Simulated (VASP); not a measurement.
Input of a VASP 6.6.1 run:

File INCAR:

```
  PREC = Accurate
  ENCUT = 520
  EDIFF = 1E-6
  ISMEAR = 0
  SIGMA = 0.027000000000000003
  LREAL = False
  LASPH = True
  NELM = 60
  ALGO = Normal
  ISIF = 2
  LWAVE = False
  LCHARG = False
  GGA = PE
  NBANDS = 17
```

The input KPOINTS:

```
regular mesh
0
Gamma
  8 8 7
```

The input POSCAR:

```
PbS
1.0
    4.0896976867      0.0000000000      0.0000000000
   -2.0448488433      3.5417820905      0.0000000000
    0.0000000000      0.0000000000      3.7881670000
Pb S
1 1
Direct
    0.0000000000      0.0000000000      0.0000000000
    0.6666666667      0.3333333333      0.5000000000
```

Potentials or basis: VASP PAW PBE potentials, release 64 (Pb_d, S).

Launch:

```console
$ cat potpaw_PBE.64/Pb_d/POTCAR potpaw_PBE.64/S/POTCAR > POTCAR
$ mpirun -np 1 vasp_std > vasp.out
```

Estimate the band gap on the k mesh.

0.21 eV, indirect (least direct gap 1.65 eV).

What does it give for the pressure?

0.0 GPa.

Caveat: spin-orbit coupling is left out, which moves the levels of the heavy elements. A k mesh can miss the band edges.
